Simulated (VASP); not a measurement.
# LiSiI5 (P4/mmm) in VASP: single point with r2SCAN+rVV10

Aim: the single point of LiSiI5 with r2SCAN+rVV10.

All numbers are computed with VASP 6.6.1; they aren't measurements. Logs are shortened: lines on timing, memory, paths and dates and some standing lists are left out, and cuts for length are marked.

## 1. The cell of the first run

The structure is tetragonal, space group P4/mmm (No. 123). Conventional cell: a = 5.396 Å, b = 5.396 Å, c = 7.769 Å, α = 90.00°, β = 90.00°, γ = 90.00°. Within 4.2 Å of Li (site symmetry 4/mmm) lie 10 I at 3.23 to 3.88 Å. Si (site symmetry 4/mmm) has 12 I at 3.42 to 3.82 Å within 4.5 Å. I (site symmetry 4/mmm) has 8 I at 3.42 Å and 4 Si at 3.82 Å and 2 Li at 3.88 Å within 4.5 Å. Within 4.2 Å of I (site symmetry 2mm) lie 2 Li at 3.23 Å and 2 Si at 3.42 Å and 7 I at 3.42 to 3.82 Å.

## 2. Single point, r2SCAN+rVV10

File POSCAR:

```
LiSiI5
1.0
    5.3955257022      0.0000000000      0.0000000000
    0.0000000000      5.3955257022      0.0000000000
    0.0000000000      0.0000000000      7.7687960013
Li Si I
1 1 5
Direct
    0.0000000000      0.0000000000      0.5000000000
    0.5000000000      0.5000000000      0.0000000000
    0.0000000000      0.0000000000      0.0000000000
    0.5000000000      0.0000000000      0.7285821438
    0.0000000000      0.5000000000      0.7285821438
    0.5000000000      0.0000000000      0.2714178562
    0.0000000000      0.5000000000      0.2714178562
```

File INCAR.step1:

```
SYSTEM = LiSiI5
PREC = Accurate
ENCUT = 520
ISMEAR = -1
SIGMA = 0.03
LREAL = .False.
LASPH = .True.
NELM = 100
NBANDS = 30
GGA = PE
ALGO = Normal
EDIFF = 1E-4
LWAVE = .True.
LCHARG = .False.
```

File INCAR.step2:

```
SYSTEM = LiSiI5
PREC = Accurate
ENCUT = 520
EDIFF = 1E-7
ISMEAR = -1
SIGMA = 0.03
LREAL = .False.
LASPH = .True.
NELM = 100
ALGO = Normal
ISIF = 2
LWAVE = .False.
LCHARG = .False.
METAGGA = R2SCAN
LMIXTAU = .True.
LUSE_VDW = .True.
IVDW_NL = 2
BPARAM = 11.95
CPARAM = 0.0093
NBANDS = 30
ISTART = 1
```

File KPOINTS:

```
Automatic mesh
0
Gamma
  4 4 4
  0 0 0
```

Potentials or basis: VASP PAW PBE potentials, release 64 (Li_sv, Si, I).

Run with:

```sh
cat potpaw_PBE.64/Li_sv/POTCAR potpaw_PBE.64/Si/POTCAR potpaw_PBE.64/I/POTCAR > POTCAR
cp INCAR.step1 INCAR
mpirun -np 1 vasp_std > vasp.out
cp INCAR.step2 INCAR
mpirun -np 1 vasp_std > vasp.out
```

OUTCAR:

```text
SYSTEM = LiSiI5
   PREC = Accurate
   ENCUT = 520
   EDIFF = 1E-7
   ISMEAR = -1
   LREAL = .False.
   LASPH = .True.
   NELM = 100
   ISIF = 2
   METAGGA = R2SCAN
   IVDW_NL = 2
   BPARAM = 11.95
   ISTART = 1

 ion  position               nearest neighbor table
   1  0.000  0.000  0.500-
   2  0.500  0.500  0.000-
   3  0.000  0.000  0.000-   4 3.42   5 3.42   6 3.42   7 3.42   5 3.42   7 3.42   4 3.42   6 3.42

   4  0.500  0.000  0.729-   3 3.42   3 3.42   6 3.55
   5  0.000  0.500  0.729-   3 3.42   3 3.42   7 3.55
   6  0.500  0.000  0.271-   3 3.42   3 3.42   4 3.55
   7  0.000  0.500  0.271-   3 3.42   3 3.42   5 3.55

  LATTYP: Found a simple tetragonal cell.
 ALAT       =     5.3955257022
 C/A-ratio  =     1.4398589554

  Lattice vectors:

 A1 = (   5.3955257022,   0.0000000000,   0.0000000000)
 A2 = (   0.0000000000,   5.3955257022,   0.0000000000)
 A3 = (   0.0000000000,   0.0000000000,   7.7687960013)

Analysis of symmetry for initial positions (statically):
=====================================================================
 Subroutine PRICEL returns:
 Original cell was already a primitive cell.

 Routine SETGRP: Setting up the symmetry group for a
 simple tetragonal supercell.

 Subroutine GETGRP returns: Found 16 space group operations
 (whereof 16 operations were pure point group operations)
 out of a pool of 16 trial point group operations.

The static configuration has the point symmetry D_4h.

Analysis of symmetry for dynamics (positions and initial velocities):
=====================================================================
 Subroutine PRICEL returns:
 Original cell was already a primitive cell.

 Routine SETGRP: Setting up the symmetry group for a
 simple tetragonal supercell.

 Subroutine GETGRP returns: Found 16 space group operations
 (whereof 16 operations were pure point group operations)
 out of a pool of 16 trial point group operations.

The dynamic configuration has the point symmetry D_4h.

 Subroutine INISYM returns: Found 16 space group operations
 (whereof 16 operations are pure point group operations),
 and found     1 'primitive' translations

----------------------------------------------------------------------------------------

[... 94 lines left out ...]
   NELM   =    100;   NELMIN=  2; NELMDL=  0     # of ELM steps
   EDIFF  = 0.1E-06   stopping-criterion for ELM
   LREAL  =      F    real-space projection
   EDIFFG = 0.1E-05   stopping-criterion for IOM
   NSW    =      0    number of steps for IOM
   IBRION =     -1    ionic relax: 0-MD 1-quasi-New 2-CG
   NFREE  =      0    steps in history (QN), initial steepest desc. (CG)
   ISIF   =      2    stress and relaxation
   ISYM   =      2    0-nonsym 1-usesym 2-fastsym
   POTIM  = 0.5000    time-step for ionic-motion
   TEBEG  =    0.0;   TEEND  =   0.0 temperature during run
   PSTRESS=    0.0 pullay stress
   NELECT =      42.0000    total number of electrons
   NUPDOWN=      -1.0000    fix difference up-down
   EMIN   =  10.00;   EMAX   =-10.00  energy-range for DOS
   EFERMI =   0.00;   METHOD = LEGACY
   ISMEAR =    -1;   SIGMA  =   0.03  broadening in eV -4-tet -1-fermi 0-gaus
   EFERMI_NEDOS =   21; number of points for ismear=-14 and -15
   IALGO  =     38    algorithm
   IMIX   =      4    mixing-type and parameters
     AMIX     =   0.40;   BMIX     =  1.00
     AMIX_MAG =   1.60;   BMIX_MAG =  1.00
  volume/ion in A,a.u.               =      32.31       218.03
  Fermi-wavevector in a.u.,A,eV,Ry     =   0.934009  1.765020 11.869341  0.872372
  Thomas-Fermi vector in A             =   2.060769
   LORBIT       =      0    0 simple, 1 ext, 2 COOP (PROOUT), +10 PAW based schemes
   METAGGA = R2SCAN    functional components
   LHFCALC =     F    Hartree Fock is set to
   AEXX    =    0.0000 exact exchange contribution
   IVDW_NL    =     2    kernel type
   BPARAM     =11.9500
   IVDW    =     0    specifies the selected vdW correction
   LEPSILON=     F    determine dielectric tensor
   LRPA    =     F    only Hartree local field effects (RPA)
 non-spin polarized calculation
  energy-cutoff  :      520.00
  volume of cell :      226.16
 maximum number of plane-waves:      6120
   NGX = 21   NGY = 21   NGZ = 29

 number of electron      42.0000007 magnetization

 Free energy of the ion-electron system (eV)
  ---------------------------------------------------
  ext. energy  EPLUGINS =         0.00000000
  ---------------------------------------------------
  free energy    TOTEN  =      -131.89522119 eV

  energy without entropy =     -131.87723054  energy(sigma->0) =     -131.88622586

 E-fermi :   3.8017     XC(G=0):  -9.0927

 val. band max:        3.7946859825   @ k =   0.5000   0.5000   0.0000
 cond. band min:       3.8055507802   @ k =   0.5000   0.5000   0.2500
 fundamental gap:      0.0108647977
 Fermi energy:         3.8017324017

 k-point     1 :       0.0000    0.0000    0.0000
  band No.  band energies     occupation
      1     -44.1428      2.00000
      2     -10.1090      2.00000
      3      -8.9077      2.00000
      4      -8.4170      2.00000
      5      -8.2146      2.00000
      6      -7.9383      2.00000
[... 583 lines left out ...]
     29      10.0294      0.00000
     30      10.3047      0.00000

------------------------ aborting loop because EDIFF is reached ----------------------------------------

  FORCE on cell =-STRESS in cart. coord.  units (eV):
  Direction    XX          YY          ZZ          XY          YZ          ZX
  --------------------------------------------------------------------------------------
  -------------------------------------------------------------------------------------
  Total        0.0767700      0.0767700      0.0764870      0.0000000      0.0000000      0.0000000
  in kB        0.5438519      0.5438519      0.5418477      0.0000000      0.0000000      0.0000000
  external PRESSURE =       0.5431838 kB  Pullay stress =       0.0000000 kB

 VOLUME and BASIS-vectors are now :
 -----------------------------------------------------------------------------
  energy-cutoff  :      520.00
  volume of cell :      226.16
      direct lattice vectors                 reciprocal lattice vectors
     5.395525702  0.000000000  0.000000000     0.185338752  0.000000000  0.000000000
     0.000000000  5.395525702  0.000000000     0.000000000  0.185338752  0.000000000
     0.000000000  0.000000000  7.768796001     0.000000000  0.000000000  0.128720074

 POSITION                                       TOTAL-FORCE (eV/Angst)
 -----------------------------------------------------------------------------------
      0.00000      0.00000      3.88440        -0.000000      0.000000      0.000000
      2.69776      2.69776      0.00000        -0.000000      0.000000      0.000000
      0.00000      0.00000      0.00000        -0.000000      0.000000      0.000000
      2.69776      0.00000      5.66021        -0.000000     -0.000000     -0.008576
      0.00000      2.69776      5.66021         0.000000      0.000000     -0.008576
      2.69776      0.00000      2.10859        -0.000000     -0.000000      0.008576
      0.00000      2.69776      2.10859        -0.000000      0.000000      0.008576
 -----------------------------------------------------------------------------------
    total drift:                                0.000000      0.000000     -0.000000

  FREE ENERGIE OF THE ION-ELECTRON SYSTEM (eV)
  ---------------------------------------------------
  free  energy   TOTEN  =      -131.8952211901 eV

  energy  without entropy=     -131.8772305387  energy(sigma->0) =     -131.88622586
```

OSZICAR.step1:

```text
N       E                     dE             d eps       ncg     rms          rms(c)
DAV:   1     0.226420762744E+03    0.22642E+03   -0.15918E+04  1080   0.117E+03
DAV:   2     0.818706261661E+01   -0.21823E+03   -0.21114E+03  1390   0.194E+02
DAV:   3    -0.132682277467E+02   -0.21455E+02   -0.21167E+02  1548   0.602E+01
DAV:   4    -0.144847695265E+02   -0.12165E+01   -0.12032E+01  1794   0.130E+01
DAV:   5    -0.145829707140E+02   -0.98201E-01   -0.98185E-01  1424   0.220E+00    0.875E+00
DAV:   6    -0.140611279513E+02    0.52184E+00   -0.10312E+00  1230   0.385E+00    0.521E+00
DAV:   7    -0.140684942136E+02   -0.73663E-02   -0.25996E-01  1272   0.170E+00    0.231E+00
DAV:   8    -0.140694841712E+02   -0.98996E-03   -0.32607E-02  1252   0.700E-01    0.406E-01
DAV:   9    -0.140695657954E+02   -0.81624E-04   -0.54085E-03  1342   0.328E-01    0.106E-01
DAV:  10    -0.140695794783E+02   -0.13683E-04   -0.52565E-04  1258   0.102E-01
   1 F= -.14069579E+02 E0= -.14059673E+02  d E =-.198137E-01
```

Wall time 10 min (1 thread of Intel Xeon Platinum 8259CL at 2.50GHz (Skylake/Cascade Lake), shared host); peak memory 0.73 GiB.

Results:

```yaml
Free_energy: -131.8952 eV
Largest_force: 0.009 eV/Å
Band_gap_on_the_k_mesh: zero (band 21 reaches 4.03 eV, above the bottom of band 22 at 3.32 eV)
```

Forces on the atoms (eV/Å):
```
Li   0.000  0.000  0.000
Si   0.000  0.000  0.000
I    0.000  0.000  0.000
I    0.000  0.000 -0.009
I    0.000  0.000 -0.009
I    0.000  0.000  0.009
I    0.000  0.000  0.009
```

Caveat: the cutoff is under 1.25 times the usual one of these potentials, so pressure, stress and relaxed cells hold a basis-set (Pulay) error; the PAW data sets were made with another functional, which shifts forces and pressure a little; spin-orbit coupling is left out, which moves the levels of the heavy elements.
